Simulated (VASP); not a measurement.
# HgTe (wurtzite type) (P6_3mc) in VASP: further runs, part 2 of 2

VASP 6.6.1. The steps go on from the part before.

### Step 4. Single point, PBE

This run uses another cell than the first one, of 34.60 Å³/atom, 1.068 times its volume.

Input file INCAR:

```
SYSTEM = HgTe
  PREC = Accurate
  ENCUT = 520
  EDIFF = 1E-7
  ISMEAR = -1
  SIGMA = 0.05
  LREAL = .FALSE.
  LASPH = .TRUE.
  NELM = 80
  ALGO = Normal
  ISIF = 2
  LWAVE = .FALSE.
  LCHARG = .FALSE.
  GGA = PE
  NBANDS = 26
```

Input file KPOINTS:

```
regular mesh
0
G
  8 8 5
  0 0 0
```

Input file POSCAR:

```
HgTe
1.0
    4.5984197611      0.0000000000      0.0000000000
   -2.2992098805      3.9823483304      0.0000000000
    0.0000000000      0.0000000000      7.5569021678
Hg Te
2 2
Direct
    0.3333333333      0.6666666667      0.0010011060
    0.6666666667      0.3333333333      0.5010011060
    0.3333333333      0.6666666667      0.3749988940
    0.6666666667      0.3333333333      0.8749988940
```

Potentials or basis: VASP PAW PBE potentials, release 64 (Hg, Te).

Command:

```console
> cat potpaw_PBE.64/Hg/POTCAR potpaw_PBE.64/Te/POTCAR > POTCAR
> mpirun -np 1 vasp_std > vasp.out
```

OUTCAR:

```text
SYSTEM = HgTe
   PREC = Accurate
   ENCUT = 520
   EDIFF = 1E-7
   ISMEAR = -1
   LREAL = .FALSE.
   LASPH = .TRUE.
   NELM = 80
   ISIF = 2
   GGA = PE

 ion  position               nearest neighbor table
   1  0.333  0.667  0.001-   4 2.82   4 2.82   4 2.82   3 2.83
   2  0.667  0.333  0.501-   3 2.82   3 2.82   3 2.82   4 2.83
   3  0.333  0.667  0.375-   2 2.82   2 2.82   2 2.82   1 2.83
   4  0.667  0.333  0.875-   1 2.82   1 2.82   1 2.82   2 2.83

  LATTYP: Found a hexagonal cell.
 ALAT       =     4.5984197611
 C/A-ratio  =     1.6433693661

  Lattice vectors:

 A1 = (   4.5984197611,   0.0000000000,   0.0000000000)
 A2 = (  -2.2992098805,   3.9823483304,   0.0000000000)
 A3 = (   0.0000000000,   0.0000000000,   7.5569021678)

Analysis of symmetry for initial positions (statically):
=====================================================================
 Subroutine PRICEL returns:
 Original cell was already a primitive cell.

 Routine SETGRP: Setting up the symmetry group for a
 hexagonal supercell.

 Subroutine GETGRP returns: Found 12 space group operations
 (whereof  6 operations were pure point group operations)
 out of a pool of 24 trial point group operations.

The static configuration has the point symmetry C_3v.
 The point group associated with its full space group is C_6v.

Analysis of symmetry for dynamics (positions and initial velocities):
=====================================================================
 Subroutine PRICEL returns:
 Original cell was already a primitive cell.

 Routine SETGRP: Setting up the symmetry group for a
 hexagonal supercell.

 Subroutine GETGRP returns: Found 12 space group operations
 (whereof  6 operations were pure point group operations)
 out of a pool of 24 trial point group operations.

The dynamic configuration has the point symmetry C_3v.
 The point group associated with its full space group is C_6v.

 Subroutine INISYM returns: Found 12 space group operations
 (whereof  6 operations are pure point group operations),
[... 119 lines left out ...]
     AMIX     =   0.40;   BMIX     =  1.00
     AMIX_MAG =   1.60;   BMIX_MAG =  1.00
  volume/ion in A,a.u.               =      34.60       233.47
  Fermi-wavevector in a.u.,A,eV,Ry     =   1.045069  1.974895 14.859874  1.092170
  Thomas-Fermi vector in A             =   2.179849
   LORBIT       =      0    0 simple, 1 ext, 2 COOP (PROOUT), +10 PAW based schemes
   GGA     = PE    functional components
   LHFCALC =     F    Hartree Fock is set to
   AEXX    =    0.0000 exact exchange contribution
   IVDW    =     0    specifies the selected vdW correction
   LEPSILON=     F    determine dielectric tensor
   LRPA    =     F    only Hartree local field effects (RPA)
 non-spin polarized calculation
  energy-cutoff  :      520.00
  volume of cell :      138.39
 maximum number of plane-waves:      3779
 NGX is ok and might be reduce to    36

 number of electron      36.0000004 magnetization

 Free energy of the ion-electron system (eV)
  ---------------------------------------------------
  ext. energy  EPLUGINS =         0.00000000
  ---------------------------------------------------
  free energy    TOTEN  =        -7.19834572 eV

  energy without entropy =       -7.19736805  energy(sigma->0) =       -7.19785689

 E-fermi :   2.9028     XC(G=0):  -8.6270

 val. band max:        2.8577684712   @ k =   0.0000   0.0000   0.0000
 cond. band min:       3.4319242339   @ k =   0.0000   0.0000   0.0000
 fundamental gap:      0.5741557627
 Fermi energy:         2.9027550973

 k-point     1 :       0.0000    0.0000    0.0000
  band No.  band energies     occupation
      1      -8.9713      2.00000
      2      -8.4288      2.00000
      3      -4.3680      2.00000
      4      -4.3559      2.00000
      5      -4.3559      2.00000
      6      -4.2659      2.00000
[... 685 lines left out ...]
     25       9.5878      0.00000
     26       9.6442      0.00000

 [... further k-points ...]

------------------------ aborting loop because EDIFF is reached ----------------------------------------

  FORCE on cell =-STRESS in cart. coord.  units (eV):
  Direction    XX          YY          ZZ          XY          YZ          ZX
  --------------------------------------------------------------------------------------
  -------------------------------------------------------------------------------------
  Total        2.2071054      2.2071054      2.2246955      0.0000000      0.0000000      0.0000000
  in kB       25.5530065     25.5530065     25.7566578      0.0000000      0.0000000      0.0000000
  external PRESSURE =      25.6208903 kB  Pullay stress =       0.0000000 kB

 VOLUME and BASIS-vectors are now :
 -----------------------------------------------------------------------------
  energy-cutoff  :      520.00
  volume of cell :      138.39
      direct lattice vectors                 reciprocal lattice vectors
     4.598419761  0.000000000  0.000000000     0.217466010  0.125554060  0.000000000
    -2.299209880  3.982348330  0.000000000     0.000000000  0.251108119  0.000000000
     0.000000000  0.000000000  7.556902168     0.000000000  0.000000000  0.132329356

 POSITION                                       TOTAL-FORCE (eV/Angst)
 -----------------------------------------------------------------------------------
     -0.00000      2.65490      0.00757         0.000000      0.000000      0.000784
      2.29921      1.32745      3.78602        -0.000000      0.000000      0.000784
     -0.00000      2.65490      2.83383        -0.000000      0.000000     -0.000784
      2.29921      1.32745      6.61228        -0.000000     -0.000000     -0.000784
 -----------------------------------------------------------------------------------
    total drift:                               -0.000000      0.000000     -0.002245

  FREE ENERGIE OF THE ION-ELECTRON SYSTEM (eV)
  ---------------------------------------------------
  free  energy   TOTEN  =        -7.1983457218 eV

  energy  without entropy=       -7.1973680533  energy(sigma->0) =       -7.19785689
```

Wall time 57 s (1 thread of Intel Xeon 6975P-C (Granite Rapids), shared host); peak memory 0.3 GiB.

Results:

```
Free energy            : -7.1983 eV
Pressure               : 2.6 GPa
Band gap on the k mesh : zero (filled and empty bands touch)
```

Levels at points of the mesh, in eV from the Fermi level:
```csv
k point,band 14,band 15,band 16,band 17,band 18,band 19,band 20,band 21,band 22,band 23
"(0.00, 0.00, 0.00)",-0.99,-0.99,-0.81,-0.13,-0.04,-0.04,0.53,4.20,4.20,4.36
"(0.50, 0.00, 0.00)",-4.72,-3.10,-2.21,-1.62,-0.99,1.60,1.74,3.98,4.94,5.00
```

Caveat: spin-orbit coupling is left out, which moves the levels of the heavy elements.

### Step 5. Single point, PBE

Input file INCAR:

```
SYSTEM = HgTe
PREC = Accurate
ENCUT = 520
EDIFF = 1E-6
ISMEAR = -1
SIGMA = 0.05
LREAL = .False.
LASPH = .True.
NELM = 60
ALGO = Normal
ISIF = 2
LWAVE = .False.
LCHARG = .True.
GGA = PE
LELF = .True.
LVHAR = .True.
NBANDS = 26
```

Input file KPOINTS:

```
regular mesh
0
Gamma
  8 8 5
  0 0 0
```

Changes to POSCAR since step 4:

```diff
@@ -3,3 +3,3 @@
     4.5984197611      0.0000000000      0.0000000000
-   -2.2992098805      3.9823483304      0.0000000000
+   -2.2992098806      3.9823483304      0.0000000000
     0.0000000000      0.0000000000      7.5569021678
```

Command:

```console
> cat potpaw_PBE.64/Hg/POTCAR potpaw_PBE.64/Te/POTCAR > POTCAR
> mpirun -np 1 vasp_std > vasp.out
```

It took 54 s on 1 thread of Intel Xeon 6975P-C (Granite Rapids), shared host; peak memory 0.31 GiB.

It converged, with:

* Free energy: -7.1983 eV
* Pressure: 2.6 GPa
* Band gap on the k mesh: zero (filled and empty bands touch)

Levels at points of the mesh, in eV from the Fermi level:
| k point | band 15 | band 16 | band 17 | band 18 | band 19 | band 20 | band 21 | band 22 |
| --- | --- | --- | --- | --- | --- | --- | --- | --- |
| (0.00, 0.00, 0.00) | -0.99 | -0.81 | -0.13 | -0.05 | -0.05 | 0.53 | 4.20 | 4.20 |
| (0.50, 0.00, 0.00) | -3.10 | -2.21 | -1.62 | -0.99 | 1.60 | 1.74 | 3.98 | 4.94 |

Caveat: spin-orbit coupling is left out, which moves the levels of the heavy elements.

### Step 6. Single point, PBE

Input file INCAR:

```
PREC = Accurate ; ENCUT = 520
EDIFF = 1E-6 ; ISMEAR = -1
SIGMA = 0.05 ; LREAL = False
LASPH = True ; NELM = 60
ALGO = Normal ; ISIF = 2
LWAVE = False ; LCHARG = False
GGA = PE ; NBANDS = 26
```

Input file KPOINTS:

```
Automatic mesh
0
Gamma
  8 8 5
```

POSCAR is that of step 5.

Potentials or basis: VASP PAW PBE potentials, release 64 (Hg, Te).

Command:

```console
> cat potpaw_PBE.64/Hg/POTCAR potpaw_PBE.64/Te/POTCAR > POTCAR
> mpirun -np 1 vasp_std > vasp.out
```

Wall time 50 s (1 thread of Intel Xeon 6975P-C (Granite Rapids), shared host); peak memory 0.3 GiB.

The run converged. Its results:

```
Free energy            : -7.1983 eV
Pressure               : 2.6 GPa
Band gap on the k mesh : zero (filled and empty bands touch)
```

Levels at points of the mesh, in eV from the Fermi level:
| k point | band 14 | band 15 | band 16 | band 17 | band 18 | band 19 | band 20 | band 21 | band 22 | band 23 |
| --- | --- | --- | --- | --- | --- | --- | --- | --- | --- | --- |
| (0.00, 0.00, 0.00) | -0.99 | -0.99 | -0.81 | -0.13 | -0.05 | -0.05 | 0.53 | 4.20 | 4.20 | 4.36 |
| (0.50, 0.00, 0.00) | -4.72 | -3.10 | -2.21 | -1.62 | -0.99 | 1.60 | 1.74 | 3.98 | 4.94 | 5.00 |

Caveat: spin-orbit coupling is left out, which moves the levels of the heavy elements.
